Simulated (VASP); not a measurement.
Pt, 1 atom in the cell. The typed cell holds 1 atom: a = 2.930 Å, b = 2.789 Å, c = 2.564 Å, α = 100.99°, β = 115.73°, γ = 113.00°. 

* Program: VASP 6.6.1
* Task: relaxation of the atoms
* Functional: PBE
* Potentials or basis: VASP PAW PBE potentials, release 64 (Pt)
* Cutoff: 520 eV
* k mesh: 16 × 16 × 16
* Occupations: gaussian, width 0.15 eV
* Spin: no spin polarisation
* Dipole correction: no
* Further INCAR settings: ALGO = Fast; EDIFF = 1e-06; IBRION = 2; EDIFFG = -0.01; NSW = 100

Potentials or basis: VASP PAW PBE potentials, release 64 (Pt).

Launch:

```bash
$ cat potpaw_PBE.64/Pt/POTCAR > POTCAR
$ mpirun -np 1 vasp_std > vasp.out
```

Hardware: 1 × NVIDIA H100 80GB with 1 thread of AMD EPYC 7R13 Processor (Zen 3), on a shared host.

Problem. How long does it take, and how much memory?

Solution. Wall time 20 min on 1 × NVIDIA H100 80GB with 1 thread of AMD EPYC 7R13 Processor (Zen 3), with other jobs on the host, peak memory 1.5 GiB. Counts: scf iterations 12, k points 2052, ion steps 1.
